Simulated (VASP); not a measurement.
# Si4O7 (a cell with a defect) in VASP: notebook

The runs below take Si4O7 (a cell with a defect) through single point, with PBEsol.

Program: VASP 6.6.1. These are calculated values, not measurements. Logs are shortened: lines on timing, memory, paths and dates and some standing lists are left out, and cuts for length are marked.

### 1 The cell of the first run

The cell holds a defect, 11 atoms: a = 5.028 Å, b = 5.028 Å, c = 7.009 Å, α = 90.00°, β = 90.00°, γ = 90.00°.

### 2 Single point, PBEsol

INCAR

```
SYSTEM = Si4O7
ALGO = Normal ; EDIFF = 1E-6
ENCUT = 520 ; GGA = PS
GGA_COMPAT = .FALSE. ; ISIF = 2
ISMEAR = 0 ; LASPH = .TRUE.
LCHARG = .FALSE. ; LREAL = .FALSE.
LWAVE = .FALSE. ; NBANDS = 40
NELM = 120 ; PREC = Accurate
SIGMA = 0.05
```

KPOINTS

```
k-points
0
G
  4 4 4
  0 0 0
```

POSCAR

```
Si4O7
1.0
    5.0280710683      0.0000000000      0.0000000000
    0.0000000000      5.0280710683      0.0000000000
    0.0000000000      0.0000000000      7.0088699743
Si O
4 7
Direct
    0.2980688188      0.2980688188      0.0000000000
    0.2019311812      0.7980688188      0.2500000000
    0.7019311812      0.7019311812      0.5000000000
    0.7980688188      0.2019311812      0.7500000000
    0.3980464015      0.7395636083      0.4283767439
    0.7604363917      0.8980464015      0.6783767439
    0.6019535985      0.2604363917      0.9283767439
    0.7395636083      0.3980464015      0.5716232561
    0.8980464015      0.7604363917      0.3216232561
    0.2514693169      0.0761949089      0.1174852045
    0.1019535985      0.2395636083      0.8216232561
```

Potentials or basis: VASP PAW PBE potentials, release 64 (Si, O).

The run is started by

```
cat potpaw_PBE.64/Si/POTCAR potpaw_PBE.64/O/POTCAR > POTCAR
mpirun -np 1 vasp_std > vasp.out
```

OUTCAR:

```text
SYSTEM = Si4O7
   EDIFF = 1E-6
   ENCUT = 520
   GGA = PS
   ISIF = 2
   ISMEAR = 0
   LASPH = .TRUE.
   LREAL = .FALSE.
   NELM = 120
   PREC = Accurate

 ion  position               nearest neighbor table
   1  0.298  0.298  0.000-  10 1.41  11 1.62   7 1.62   4 3.10   2 3.10   2 3.10   4 3.10
   2  0.202  0.798  0.250-   5 1.62   9 1.62  10 1.70   3 3.10   1 3.10   1 3.10   3 3.10
   3  0.702  0.702  0.500-   6 1.62   9 1.62   8 1.62   5 1.62   2 3.10   4 3.10   4 3.10   2 3.10

   4  0.798  0.202  0.750-   7 1.62   8 1.62   6 1.62  11 1.62   1 3.10   3 3.10   3 3.10   1 3.10

   5  0.398  0.740  0.428-   2 1.62   3 1.62
   6  0.760  0.898  0.678-   3 1.62   4 1.62
   7  0.602  0.260  0.928-   4 1.62   1 1.62
   8  0.740  0.398  0.572-   4 1.62   3 1.62
   9  0.898  0.760  0.322-   3 1.62   2 1.62
  10  0.251  0.076  0.117-   1 1.41   2 1.70
  11  0.102  0.240  0.822-   1 1.62   4 1.62

  LATTYP: Found a simple tetragonal cell.
 ALAT       =     5.0280710683
 C/A-ratio  =     1.3939480725

  Lattice vectors:

 A1 = (   5.0280710683,   0.0000000000,   0.0000000000)
 A2 = (   0.0000000000,   5.0280710683,   0.0000000000)
 A3 = (   0.0000000000,   0.0000000000,   7.0088699743)

Analysis of symmetry for initial positions (statically):
=====================================================================
 Subroutine PRICEL returns:
 Original cell was already a primitive cell.

 Routine SETGRP: Setting up the symmetry group for a
 simple tetragonal supercell.

 Subroutine GETGRP returns: Found  1 space group operations
 (whereof  1 operations were pure point group operations)
 out of a pool of 16 trial point group operations.

The static configuration has the point symmetry C_1 .

Analysis of symmetry for dynamics (positions and initial velocities):
=====================================================================
 Subroutine PRICEL returns:
 Original cell was already a primitive cell.

 Routine SETGRP: Setting up the symmetry group for a
 simple tetragonal supercell.

 Subroutine GETGRP returns: Found  1 space group operations
 (whereof  1 operations were pure point group operations)
 out of a pool of 16 trial point group operations.

The dynamic configuration has the point symmetry C_1 .

 Subroutine INISYM returns: Found  1 space group operations
 (whereof  1 operations are pure point group operations),
 and found     1 'primitive' translations

----------------------------------------------------------------------------------------

                                     Primitive cell

  volume of cell :     177.1947

  direct lattice vectors                    reciprocal lattice vectors
     5.028071068  0.000000000  0.000000000     0.198883426  0.000000000  0.000000000
     0.000000000  5.028071068  0.000000000     0.000000000  0.198883426  0.000000000
     0.000000000  0.000000000  7.008869974     0.000000000  0.000000000  0.142676352

  length of vectors
     5.028071068  5.028071068  7.008869974     0.198883426  0.198883426  0.142676352

  position of ions in fractional coordinates (direct lattice)
     0.298068819  0.298068819  0.000000000
     0.201931181  0.798068819  0.250000000
     0.701931181  0.701931181  0.500000000
     0.798068819  0.201931181  0.750000000
     0.398046401  0.739563608  0.428376744
     0.760436392  0.898046401  0.678376744
     0.601953599  0.260436392  0.928376744
     0.739563608  0.398046401  0.571623256
     0.898046401  0.760436392  0.321623256
     0.251469317  0.076194909  0.117485204
     0.101953599  0.239563608  0.821623256

  ion indices of the primitive-cell ions
   primitive index   ion index
                 1           1
                 2           2
                 3           3
                 4           4
                 5           5
                 6           6
                 7           7
                 8           8
                 9           9
                10          10
                11          11

----------------------------------------------------------------------------------------

 KPOINTS: k-points

Automatic generation of k-mesh.
 Grid dimensions read from file:
 generate k-points for:    4    4    4

 Generating k-lattice:

  Cartesian coordinates                     Fractional coordinates (reciprocal lattice)
     0.049720856  0.000000000  0.000000000     0.250000000  0.000000000  0.000000000
     0.000000000  0.049720856  0.000000000     0.000000000  0.250000000  0.000000000
     0.000000000  0.000000000  0.035669088     0.000000000  0.000000000  0.250000000

  Length of vectors
     0.049720856  0.049720856  0.035669088

  Shift w.r.t. Gamma in fractional coordinates (k-lattice)
     0.000000000  0.000000000  0.000000000

 Subroutine IBZKPT returns following result:
 ===========================================

 Found     36 irreducible k-points:

 Following reciprocal coordinates:
            Coordinates               Weight
  0.000000  0.000000  0.000000      1.000000
  0.250000  0.000000  0.000000      2.000000
  0.000000  0.250000  0.000000      2.000000
  0.500000  0.000000  0.000000      1.000000
  0.000000  0.500000  0.000000      1.000000
  0.250000  0.250000  0.000000      2.000000
[... 16 lines left out ...]
 -0.250000  0.500000  0.250000      2.000000
  0.500000 -0.250000  0.250000      2.000000
 [... further k-points ...]
   k-points           NKPTS =     36   k-points in BZ     NKDIM =     36   number of bands    NBANDS=     40
   number of dos      NEDOS =    301   number of ions     NIONS =     11
   total plane-waves  NPLWV =  86400
   dimension x,y,z NGX =    40 NGY =   40 NGZ =   54
   dimension x,y,z NGXF=    80 NGYF=   80 NGZF=  108
   ions per type =               4   7
   NGX,Y,Z   is equivalent  to a cutoff of  13.23, 13.23, 12.81 a.u.
   NGXF,Y,Z  is equivalent  to a cutoff of  26.45, 26.45, 25.62 a.u.
 SYSTEM =  Si4O7
   PREC   = accura    normal or accurate (medium, high low for compatibility)
   ISTART =      0    job   : 0-new  1-cont  2-samecut
   ICHARG =      2    charge: 1-file 2-atom 10-const
   ISPIN  =      1    spin polarized calculation?
   LNONCOLLINEAR =      F non collinear calculations
   LSORBIT =      F    spin-orbit coupling
   LASPH  =      T    aspherical Exc in radial PAW
   ENCUT  =  520.0 eV  38.22 Ry    6.18 a.u.   9.35  9.35 13.03*2*pi/ulx,y,z
   NELM   =    120;   NELMIN=  2; NELMDL= -5     # of ELM steps
   EDIFF  = 0.1E-05   stopping-criterion for ELM
   LREAL  =      F    real-space projection
   EDIFFG = 0.1E-04   stopping-criterion for IOM
   NSW    =      0    number of steps for IOM
   IBRION =     -1    ionic relax: 0-MD 1-quasi-New 2-CG
   NFREE  =      0    steps in history (QN), initial steepest desc. (CG)
   ISIF   =      2    stress and relaxation
   ISYM   =      2    0-nonsym 1-usesym 2-fastsym
   POTIM  = 0.5000    time-step for ionic-motion
   TEBEG  =    0.0;   TEEND  =   0.0 temperature during run
   PSTRESS=    0.0 pullay stress
   NELECT =      58.0000    total number of electrons
   NUPDOWN=      -1.0000    fix difference up-down
   EMIN   =  10.00;   EMAX   =-10.00  energy-range for DOS
   EFERMI =   0.00;   METHOD = LEGACY
   ISMEAR =     0;   SIGMA  =   0.05  broadening in eV -4-tet -1-fermi 0-gaus
   EFERMI_NEDOS =   21; number of points for ismear=-14 and -15
   IALGO  =     38    algorithm
   IMIX   =      4    mixing-type and parameters
     AMIX     =   0.40;   BMIX     =  1.00
     AMIX_MAG =   1.60;   BMIX_MAG =  1.00
  volume/ion in A,a.u.               =      16.11       108.71
  Fermi-wavevector in a.u.,A,eV,Ry     =   1.128238  2.132060 17.319128  1.272920
  Thomas-Fermi vector in A             =   2.264927
   LORBIT       =      0    0 simple, 1 ext, 2 COOP (PROOUT), +10 PAW based schemes
   GGA     = PS    functional components
   LHFCALC =     F    Hartree Fock is set to
   AEXX    =    0.0000 exact exchange contribution
   IVDW    =     0    specifies the selected vdW correction
   LEPSILON=     F    determine dielectric tensor
   LRPA    =     F    only Hartree local field effects (RPA)
 non-spin polarized calculation
 Gauss-broadening in eV      SIGMA  =   0.05
  energy-cutoff  :      520.00
  volume of cell :      177.19
 maximum number of plane-waves:      4815
 NGX is ok and might be reduce to    40
   NGX = 19   NGY = 19   NGZ = 27

 number of electron      58.0000004 magnetization

 Free energy of the ion-electron system (eV)
  ---------------------------------------------------
  ext. energy  EPLUGINS =         0.00000000
  ---------------------------------------------------
  free energy    TOTEN  =       -85.59387437 eV

  energy without entropy =      -85.59387437  energy(sigma->0) =      -85.59387437

 E-fermi :   2.1958     XC(G=0):  -8.1700

 val. band max:        1.9340210690   @ k =   0.5000   0.5000   0.5000
 cond. band min:       4.6699405854   @ k =   0.0000   0.5000   0.0000
 fundamental gap:      2.7359195164
 Fermi energy:         2.1957624430

 k-point     1 :       0.0000    0.0000    0.0000
  band No.  band energies     occupation
      1     -19.7989      2.00000
      2     -19.2135      2.00000
      3     -18.7769      2.00000
      4     -18.0090      2.00000
      5     -17.7249      2.00000
      6     -17.7106      2.00000
[... 32 lines left out ...]
     39       9.9952      0.00000
     40      10.7298      0.00000

 k-point     2 :       0.2500    0.0000    0.0000
  band No.  band energies     occupation
      1     -19.6830      2.00000
      2     -19.2172      2.00000
      3     -18.7524      2.00000
      4     -18.1594      2.00000
      5     -17.7122      2.00000
      6     -17.6972      2.00000
[... 935 lines left out ...]
     39       9.9368      0.00000
     40      10.1430      0.00000

 k-point    24 :       0.5000   -0.2500    0.2500
  band No.  band energies     occupation
      1     -19.4139      2.00000
      2     -19.2708      2.00000
      3     -18.6032      2.00000
      4     -18.5207      2.00000
      5     -17.8298      2.00000
      6     -17.6099      2.00000
[... 32 lines left out ...]
     39       9.8445      0.00000
     40      10.3871      0.00000

 [... further k-points ...]

------------------------ aborting loop because EDIFF is reached ----------------------------------------

  FORCE on cell =-STRESS in cart. coord.  units (eV):
  Direction    XX          YY          ZZ          XY          YZ          ZX
  --------------------------------------------------------------------------------------
  -------------------------------------------------------------------------------------
  Total        3.2060184      4.8288198      6.4787110      2.8709666    -10.6298130     -0.6181149
  in kB       28.9885019     43.6617121     58.5798655     25.9589970    -96.1137203     -5.5889343
  external PRESSURE =      43.7433598 kB  Pullay stress =       0.0000000 kB

 VOLUME and BASIS-vectors are now :
 -----------------------------------------------------------------------------
  energy-cutoff  :      520.00
  volume of cell :      177.19
      direct lattice vectors                 reciprocal lattice vectors
     5.028071068  0.000000000  0.000000000     0.198883426  0.000000000  0.000000000
     0.000000000  5.028071068  0.000000000     0.000000000  0.198883426  0.000000000
     0.000000000  0.000000000  7.008869974     0.000000000  0.000000000  0.142676352

 POSITION                                       TOTAL-FORCE (eV/Angst)
 -----------------------------------------------------------------------------------
      1.49871      1.49871      0.00000         1.482722     10.766157     -5.615132
      1.01532      4.01275      1.75222         0.712995     -1.802612     -3.181576
      3.52936      3.52936      3.50443         0.145958     -0.144282      0.557527
      4.01275      1.01532      5.25665         0.275358      0.268959      0.528456
      2.00141      3.71858      3.00244        -0.179198      0.688011      0.083786
      3.82353      4.51544      4.75465        -0.031615     -0.170695     -0.194731
      3.02667      1.30949      6.50687         0.895208      0.520399     -0.635790
      3.71858      2.00141      4.00643        -0.128586      0.196373     -0.397794
      4.51544      3.82353      2.25422         0.094235      0.661554     -0.136674
      1.26441      0.38311      0.82344        -2.637096    -11.589752     10.392138
      0.51263      1.20454      5.75865        -0.629981      0.605890     -1.400210
 -----------------------------------------------------------------------------------
    total drift:                               -0.000315     -0.000237      0.000207

  FREE ENERGIE OF THE ION-ELECTRON SYSTEM (eV)
  ---------------------------------------------------
  free  energy   TOTEN  =       -85.5938743685 eV

  energy  without entropy=      -85.5938743685  energy(sigma->0) =      -85.59387437
```

It took 8.1 min on 1 thread of Oxide Virtual Turin-like, shared host; peak memory 0.34 GiB.

What came out:

* Free energy: -85.5939 eV
* Pressure: 4.4 GPa
* Largest force: 15.788 eV/Å
* Band gap on the k mesh: 2.74 eV

Forces on the atoms (eV/Å):
```
Si    1.483  10.766  -5.615
Si    0.713  -1.803  -3.182
Si    0.146  -0.144   0.558
Si    0.275   0.269   0.528
O    -0.179   0.688   0.084
O    -0.032  -0.171  -0.195
O     0.895   0.520  -0.636
O    -0.129   0.196  -0.398
O     0.094   0.662  -0.137
O    -2.637 -11.590  10.392
O    -0.630   0.606  -1.400
```

Levels at points of the mesh, in eV from the valence-band top:
| k point | band 25 | band 26 | band 27 | band 28 | band 29 | band 30 | band 31 | band 32 | band 33 | band 34 |
| --- | --- | --- | --- | --- | --- | --- | --- | --- | --- | --- |
| (0.00, 0.00, 0.00) | -3.47 | -2.91 | -2.73 | -2.42 | -1.23 | 3.81 | 3.93 | 5.62 | 6.01 | 6.31 |
| (0.50, 0.00, 0.00) | -3.46 | -3.31 | -3.03 | -2.70 | -0.93 | 3.95 | 4.40 | 5.32 | 5.97 | 6.60 |
| (0.00, 0.50, 0.00) | -3.36 | -3.22 | -2.77 | -2.62 | -0.06 | 2.74 | 4.87 | 5.16 | 5.45 | 6.01 |
| (0.50, 0.50, 0.00) | -3.59 | -3.23 | -2.89 | -2.76 | -0.08 | 3.06 | 4.67 | 5.18 | 5.68 | 6.31 |
| (0.00, 0.00, 0.50) | -3.32 | -3.03 | -2.75 | -2.59 | -0.97 | 3.07 | 4.71 | 5.52 | 5.96 | 6.37 |
| (0.50, 0.00, 0.50) | -3.44 | -3.30 | -2.83 | -2.63 | -1.08 | 4.01 | 4.95 | 5.39 | 5.47 | 6.21 |
| (0.00, 0.50, 0.50) | -3.47 | -3.21 | -2.76 | -2.47 | -0.15 | 2.88 | 4.88 | 5.00 | 5.44 | 6.14 |
| (0.50, 0.50, 0.50) | -3.61 | -3.20 | -2.97 | -2.81 | 0.00 | 2.99 | 4.77 | 5.21 | 5.58 | 6.76 |

Caveat: the cell differs from its parent crystal (atoms taken out, atom 10 moved 1.000 of the way to it and -0.450 Å across, host rigid); the PAW data sets were made with another functional, which shifts forces and pressure a little.

(Continued in part 2 of 2.)
